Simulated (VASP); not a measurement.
Write the native input for VASP 6.6.1 that does the following.

```
Task                   : single point
Functional             : LDA
Potentials or basis    : VASP PAW LDA potentials, release 64 (Be, H)
Cutoff                 : 520 eV
k mesh                 : 4 × 4 × 3
Occupations            : gaussian, width 0.1 eV
Spin                   : no spin polarisation
Dipole correction      : no
Further INCAR settings : LREAL = Auto; ALGO = Normal; EDIFF = 1e-07; NBANDS = 30
```

The structure of Be16H (a cell with a defect) lies in POSCAR:

```
Be16H
1.0
   -2.2900000000     -3.9663960000      0.0000000000
    3.4350000000     -1.9831980000      0.0000000000
    0.0000000000      0.0000000000      7.1768600000
Be H
16 1
Direct
    0.7495945997      0.5055294420     -0.0010752613
    0.5090415546      0.3384859272      0.2541618479
    0.7494419398      0.5047985566      0.5029975505
    0.5015993709      0.3358869168      0.7503678489
    0.5089511062     -0.0036419117     -0.0033900619
    0.2494925053      0.8269501709      0.2543835326
    0.5015752837     -0.0005547599      0.5004000357
    0.2493187715      0.8399857312      0.7474846939
    0.2496591457      0.5085820797     -0.0036837837
   -0.0100029350      0.3386926576      0.2542305409
    0.2493966551      0.4957957323      0.5033628913
   -0.0025577572      0.3357184093      0.7503756517
   -0.0102143034     -0.0038639752     -0.0035245219
    0.7495778593      0.8293051813      0.2515614071
   -0.0026728782     -0.0002779887      0.5004036584
    0.7493238946      0.8302785207      0.7475886390
    0.2491876408      0.1682691987      0.1256897863
```

These files were run (other wordings do the same):

INCAR

```
SYSTEM = Be16H
ALGO = Normal ; EDIFF = 1E-7
ENCUT = 520 ; ISIF = 2
ISMEAR = 0 ; LASPH = .TRUE.
LCHARG = .TRUE. ; LELF = .TRUE.
LREAL = Auto ; LVHAR = .TRUE.
LWAVE = .FALSE. ; NBANDS = 30
NELM = 60 ; PREC = Accurate
SIGMA = 0.1
```

KPOINTS

```
k-points
0
G
  4 4 3
  0 0 0
```

Potentials or basis: VASP PAW LDA potentials, release 64 (Be, H).

The run is started by

```console
$ cat potpaw_LDA.64/Be/POTCAR potpaw_LDA.64/H/POTCAR > POTCAR
$ mpirun -np 1 vasp_std > vasp.out
```

It gave:

* Pressure: -5.4 GPa
* Largest force: 0.012 eV/Å

Caveat: the k points lie up to 0.40 Å⁻¹ apart.

Wall time 74 s on 1 thread of Intel(R) Xeon(R) 6975P-C (Granite Rapids) (shared host), peak memory 0.22 GiB.
